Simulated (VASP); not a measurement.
Wanted: the native input for a VASP 6.6.1 run.

```
Task                   : single point
Functional             : PBEsol
Potentials or basis    : VASP PAW PBE potentials, release 64 (Re)
Cutoff                 : 520 eV
k mesh                 : 17 × 17 × 17
Occupations            : fermi-dirac, width 0.05 eV
Spin                   : no spin polarisation
Dipole correction      : no
Further INCAR settings : ALGO = Normal; EDIFF = 1e-06; NBANDS = 10
```

The structure of Re lies in POSCAR:

```
Re
1.0
    0.0000000000      1.7059608223      1.7059608223
    1.7059608223      0.0000000000      1.7059608223
    1.7059608223      1.7059608223      0.0000000000
Re
1
Direct
    0.0000000000      0.0000000000      0.0000000000
```

This cell differs from its parent crystal: volume scaled by 0.68.

One way to write it, as run:

INCAR

```
ALGO = Normal
EDIFF = 1E-6
ENCUT = 520
GGA = PS
ISIF = 2
ISMEAR = -1
LASPH = T
LCHARG = T
LELF = T
LREAL = F
LVHAR = T
LWAVE = F
NBANDS = 10
NELM = 100
PREC = Accurate
SIGMA = 0.05
```

KPOINTS

```
k-points
0
Gamma
  17 17 17
```

Potentials or basis: VASP PAW PBE potentials, release 64 (Re).

Launch:

```console
$ cat potpaw_PBE.64/Re/POTCAR > POTCAR
$ mpirun -np 1 vasp_std > vasp.out
```

Results of the run:

* Pressure: 351.1 GPa

Caveat: the PAW data sets were made with another functional, which shifts forces and pressure a little.

Wall time 20 s on 1 thread of AMD EPYC 7R13 Processor (Zen 3), on a shared host, peak memory 0.1 GiB.
